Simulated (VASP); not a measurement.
A run of VASP 6.6.1:

INCAR

```
SYSTEM = ScTlS3
PREC = Accurate
ENCUT = 520
EDIFF = 1E-7
ISMEAR = 0
SIGMA = 0.1
LREAL = .False.
LASPH = .True.
NELM = 100
ALGO = Normal
ISIF = 2
LWAVE = .False.
LCHARG = .True.
GGA = PE
LELF = .True.
LVHAR = .True.
NBANDS = 29
```

The input KPOINTS:

```
Automatic mesh
0
Gamma
  8 8 8
  0 0 0
```

Contents of POSCAR:

```
ScTlS3
1.0
    5.0308876886      0.0000000000      0.0000000000
    0.0000000000      5.0308876886      0.0000000000
    0.0000000000      0.0000000000      5.0308876886
Sc Tl S
1 1 3
Direct
    0.0000000000      0.0000000000      0.0000000000
    0.5000000000      0.5000000000      0.5000000000
    0.5000000000      0.0000000000      0.0000000000
    0.0000000000      0.5000000000      0.0000000000
    0.0000000000      0.0000000000      0.5000000000
```

Potentials or basis: VASP PAW PBE potentials, release 64 (Sc_sv, Tl_d, S).

Run with:

```bash
$ cat potpaw_PBE.64/Sc_sv/POTCAR potpaw_PBE.64/Tl_d/POTCAR potpaw_PBE.64/S/POTCAR > POTCAR
$ mpirun -np 1 vasp_std > vasp.out
```

Hardware: 1 thread of Intel(R) Xeon(R) Platinum 8375C CPU @ 2.90GHz (Ice Lake) (shared host).

Problem. How long does it take, and how much memory?

Solution. Run time: 85 s on 1 thread of Intel(R) Xeon(R) Platinum 8375C CPU @ 2.90GHz (Ice Lake), with other jobs on the host, peak memory 0.31 GiB. Counts: scf iterations 15, k points 35.
